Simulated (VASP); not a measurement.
# Ta (Pm-3m) in VASP: a series of runs

The runs below take Ta through single point, with r2SCAN, r2SCAN0.

Everything below comes from runs of VASP 6.6.1. Logs are shortened: lines on timing, memory, paths and dates and some standing lists are left out, and cuts for length are marked.

**1. The cell of the first run**

Symmetry: Pm-3m, No. 221, cubic system. The conventional cell has a = 2.725 Å, b = 2.725 Å, c = 2.725 Å, α = 90.00°, β = 90.00°, γ = 90.00°. Ta (site symmetry m-3m) has 6 Ta at 2.72 Å within 3.6 Å.

**2. Single point, r2SCAN**

POSCAR

```
Ta
1.0
    2.7248734565      0.0000000000      0.0000000000
    0.0000000000      2.7248734565      0.0000000000
    0.0000000000      0.0000000000      2.7248734565
Ta
1
Direct
    0.0000000000      0.0000000000      0.0000000000
```

INCAR.step1

```
PREC     = Accurate       # precision mode
ENCUT    = 520            # plane-wave cutoff, eV
ISMEAR   = -1             # smearing method
SIGMA    = 0.1            # smearing width, eV
LREAL    = False          # projectors in reciprocal space
LASPH    = True           # aspherical terms in the spheres
NELM     = 60             # most SCF steps
NBANDS   = 12             # bands
GGA      = PE             # functional
ALGO     = Normal         # electronic algorithm
EDIFF    = 1E-4           # SCF threshold, eV
LWAVE    = True           # write WAVECAR
LCHARG   = False          # write CHGCAR
```

INCAR.step2

```
PREC     = Accurate       # precision mode
ENCUT    = 520            # plane-wave cutoff, eV
EDIFF    = 1E-7           # SCF threshold, eV
ISMEAR   = -1             # smearing method
SIGMA    = 0.1            # smearing width, eV
LREAL    = False          # projectors in reciprocal space
LASPH    = True           # aspherical terms in the spheres
NELM     = 60             # most SCF steps
ALGO     = Normal         # electronic algorithm
ISIF     = 2              # what is computed and relaxed
LWAVE    = False          # write WAVECAR
LCHARG   = True           # write CHGCAR
METAGGA  = R2SCAN         # meta-GGA
LMIXTAU  = True         
LELF     = True           # ELF
LVHAR    = True         
NBANDS   = 12             # bands
ISTART   = 1
```

KPOINTS

```
regular mesh
0
Gamma
  6 6 6
```

Potentials or basis: VASP PAW PBE potentials, release 64 (Ta_pv).

The run is started by

```sh
> cat potpaw_PBE.64/Ta_pv/POTCAR > POTCAR
> cp INCAR.step1 INCAR
> mpirun -np 1 vasp_std > vasp.out
> cp INCAR.step2 INCAR
> mpirun -np 1 vasp_std > vasp.out
```

OUTCAR:

```text
PREC = Accurate
   ENCUT = 520
   EDIFF = 1E-7
   ISMEAR = -1
   LREAL = False
   LASPH = True
   NELM = 60
   ISIF = 2
   METAGGA = R2SCAN
   ISTART = 1

 ion  position               nearest neighbor table
   1  0.000  0.000  0.000-

  LATTYP: Found a simple cubic cell.
 ALAT       =     2.7248734565

  Lattice vectors:

 A1 = (   2.7248734565,   0.0000000000,   0.0000000000)
 A2 = (   0.0000000000,   2.7248734565,   0.0000000000)
 A3 = (   0.0000000000,   0.0000000000,   2.7248734565)

Analysis of symmetry for initial positions (statically):
=====================================================================
 Subroutine PRICEL returns:
 Original cell was already a primitive cell.

 Routine SETGRP: Setting up the symmetry group for a
 simple cubic supercell.

 Subroutine GETGRP returns: Found 48 space group operations
 (whereof 48 operations were pure point group operations)
 out of a pool of 48 trial point group operations.

The static configuration has the point symmetry O_h .

Analysis of symmetry for dynamics (positions and initial velocities):
=====================================================================
 Subroutine PRICEL returns:
 Original cell was already a primitive cell.

 Routine SETGRP: Setting up the symmetry group for a
 simple cubic supercell.

 Subroutine GETGRP returns: Found 48 space group operations
 (whereof 48 operations were pure point group operations)
 out of a pool of 48 trial point group operations.

The dynamic configuration has the point symmetry O_h .

 Subroutine INISYM returns: Found 48 space group operations
 (whereof 48 operations are pure point group operations),
 and found     1 'primitive' translations

----------------------------------------------------------------------------------------

                                     Primitive cell

  volume of cell :      20.2320

  direct lattice vectors                    reciprocal lattice vectors
     2.724873457  0.000000000  0.000000000     0.366989519  0.000000000  0.000000000
     0.000000000  2.724873457  0.000000000     0.000000000  0.366989519  0.000000000
     0.000000000  0.000000000  2.724873457     0.000000000  0.000000000  0.366989519

  length of vectors
     2.724873457  2.724873457  2.724873457     0.366989519  0.366989519  0.366989519

[... 76 lines left out ...]
   NSW    =      0    number of steps for IOM
   IBRION =     -1    ionic relax: 0-MD 1-quasi-New 2-CG
   NFREE  =      0    steps in history (QN), initial steepest desc. (CG)
   ISIF   =      2    stress and relaxation
   ISYM   =      2    0-nonsym 1-usesym 2-fastsym
   POTIM  = 0.5000    time-step for ionic-motion
   TEBEG  =    0.0;   TEEND  =   0.0 temperature during run
   PSTRESS=    0.0 pullay stress
   NELECT =      11.0000    total number of electrons
   NUPDOWN=      -1.0000    fix difference up-down
   EMIN   =  10.00;   EMAX   =-10.00  energy-range for DOS
   EFERMI =   0.00;   METHOD = LEGACY
   ISMEAR =    -1;   SIGMA  =   0.10  broadening in eV -4-tet -1-fermi 0-gaus
   EFERMI_NEDOS =   21; number of points for ismear=-14 and -15
   IALGO  =     38    algorithm
   IMIX   =      4    mixing-type and parameters
     AMIX     =   0.40;   BMIX     =  1.00
     AMIX_MAG =   1.60;   BMIX_MAG =  1.00
  volume/ion in A,a.u.               =      20.23       136.53
  Fermi-wavevector in a.u.,A,eV,Ry     =   1.336163  2.524982 24.290905  1.785331
  Thomas-Fermi vector in A             =   2.464811
   LORBIT       =      0    0 simple, 1 ext, 2 COOP (PROOUT), +10 PAW based schemes
   METAGGA = R2SCAN    functional components
   LHFCALC =     F    Hartree Fock is set to
   AEXX    =    0.0000 exact exchange contribution
   IVDW    =     0    specifies the selected vdW correction
   LEPSILON=     F    determine dielectric tensor
   LRPA    =     F    only Hartree local field effects (RPA)
 non-spin polarized calculation
  energy-cutoff  :      520.00
  volume of cell :       20.23
 maximum number of plane-waves:       560
   NGX = 11   NGY = 11   NGZ = 11

 number of electron      11.0000007 magnetization

 Free energy of the ion-electron system (eV)
  ---------------------------------------------------
  ext. energy  EPLUGINS =         0.00000000
  ---------------------------------------------------
  free energy    TOTEN  =       -47.43903772 eV

  energy without entropy =      -47.39513896  energy(sigma->0) =      -47.41708834

 E-fermi :   4.2978     XC(G=0): -12.9427

 val. band max:        4.2704858728   @ k =   0.5000   0.1667   0.1667
 cond. band min:       4.3172867650   @ k =   0.5000   0.0000   0.0000
 fundamental gap:      0.0468008922
 Fermi energy:         4.2978177609

 k-point     1 :       0.0000    0.0000    0.0000
  band No.  band energies     occupation
      1     -29.9354      2.00000
      2     -29.9354      2.00000
      3     -29.9354      2.00000
      4      -3.2234      2.00000
      5       1.6248      2.00000
      6       1.6248      2.00000
      7      11.2336      0.00000
      8      11.2336      0.00000
      9      11.2337      0.00000
     10      16.7332      0.00000
     11      20.1412      0.00000
     12      20.1412      0.00000
[... 271 lines left out ...]
 k-point    20 :       0.5000    0.5000    0.5000
  band No.  band energies     occupation
      1     -30.9125      2.00000
      2     -30.9125      2.00000
      3     -30.9125      2.00000
      4       2.1781      2.00000
      5       2.1781      2.00000
      6       2.1782      2.00000
      7      12.4241      0.00000
      8      13.9133      0.00000
      9      13.9133      0.00000
     10      16.7308      0.00000
     11      16.7308      0.00000
     12      16.7308      0.00000

------------------------ aborting loop because EDIFF is reached ----------------------------------------

  FORCE on cell =-STRESS in cart. coord.  units (eV):
  Direction    XX          YY          ZZ          XY          YZ          ZX
  --------------------------------------------------------------------------------------
  -------------------------------------------------------------------------------------
  Total        0.3091105      0.3091105      0.3091105      0.0000000      0.0000000      0.0000000
  in kB       24.4785296     24.4785296     24.4785296      0.0000000      0.0000000      0.0000000
  external PRESSURE =      24.4785296 kB  Pullay stress =       0.0000000 kB

 VOLUME and BASIS-vectors are now :
 -----------------------------------------------------------------------------
  energy-cutoff  :      520.00
  volume of cell :       20.23
      direct lattice vectors                 reciprocal lattice vectors
     2.724873457  0.000000000  0.000000000     0.366989519  0.000000000  0.000000000
     0.000000000  2.724873457  0.000000000     0.000000000  0.366989519  0.000000000
     0.000000000  0.000000000  2.724873457     0.000000000  0.000000000  0.366989519

 POSITION                                       TOTAL-FORCE (eV/Angst)
 -----------------------------------------------------------------------------------
      0.00000      0.00000      0.00000         0.000000      0.000000      0.000000
 -----------------------------------------------------------------------------------
    total drift:                               -0.000000      0.000000     -0.000000

  FREE ENERGIE OF THE ION-ELECTRON SYSTEM (eV)
  ---------------------------------------------------
  free  energy   TOTEN  =       -47.4390377169 eV

  energy  without entropy=      -47.3951389560  energy(sigma->0) =      -47.41708834
```

It took 16 s on 1 thread of AMD EPYC 7R43 (Zen 3), shared host; peak memory 0.09 GiB.

What came out:

```
Free energy : -47.4390 eV
Pressure    : 2.4 GPa
```

Caveat: the k points lie up to 0.38 Å⁻¹ apart; the PAW data sets were made with another functional, which shifts forces and pressure a little; spin-orbit coupling is left out, which moves the levels of the heavy elements.

(Continued in part 2 of 2.)
